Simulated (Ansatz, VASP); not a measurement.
**One calculation of MgO, two programs**

```
Mg O
1.0
     0.00000    2.30633    2.30633
     2.30633    0.00000    2.30633
     2.30633    2.30633    0.00000
Mg O
1 1
Cartesian
  0.0000 0.0000 0.0000
  1.1532 1.1532 1.1532
```

Alike in both runs: task single point; functional LDA; k mesh 8 × 8 × 8; occupations gaussian, width 0.02 eV; no spin polarisation.

|  | VASP | Ansatz |
| --- | --- | --- |
| version | VASP 6.6.1 | Ansatz 0.2.0 |
| potentials or method | VASP PAW LDA potentials, release 64 (Mg, O) | scalar-relativistic, plane waves, PAW |
| plane-wave cutoff (eV) | 600 | 420 |
| valence electrons in the cell | 8 | 16 |

VASP gave:

| Property | Result |
| --- | --- |
| gap on the k mesh at the Fermi level (eV) | 3.37 |
| pressure (GPa) | -8.4 |

**Question.** What did Ansatz give for the same quantities?

**Answer.** gap on the k mesh at the Fermi level (eV): 3.37; pressure (GPa): -7.1.

LDA's correlation is that of Perdew and Zunger in VASP and of Perdew and Wang (1992) in Ansatz. VASP's potentials hold 8 valence electrons a cell and Ansatz's 16, so a difference there can come from the potentials and not from the codes.
